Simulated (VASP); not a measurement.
Input of a VASP 6.6.1 run:

File INCAR:

```
PREC = Accurate
ENCUT = 520
EDIFF = 1E-7
ISMEAR = 0
SIGMA = 0.01
LREAL = F
LASPH = T
NELM = 100
ALGO = Normal
ISIF = 2
LWAVE = F
LCHARG = T
GGA = PE
LELF = T
LVHAR = T
NBANDS = 18
```

File KPOINTS:

```
regular mesh
0
Gamma
  6 6 6
```

Contents of POSCAR:

```
HfO2
1.0
    0.0000000000      2.5291823175      2.5291823175
    2.5291823175      0.0000000000      2.5291823175
    2.5291823175      2.5291823175      0.0000000000
Hf O
1 2
Direct
    0.0000000000      0.0000000000      0.0000000000
    0.2500000000      0.2500000000      0.2500000000
    0.7500000000      0.7500000000      0.7500000000
```

Potentials or basis: VASP PAW PBE potentials, release 64 (Hf_pv, O).

Run with:

```bash
$ cat potpaw_PBE.64/Hf_pv/POTCAR potpaw_PBE.64/O/POTCAR > POTCAR
$ mpirun -np 1 vasp_std > vasp.out
```

Predict the pressure.

2.1 GPa.

Predict the band gap on the k mesh.

3.82 eV, direct.

Caveat: spin-orbit coupling is left out, which moves the levels of the heavy elements. Expect the measured gap to be larger: semilocal functionals such as PBE lack the derivative discontinuity.
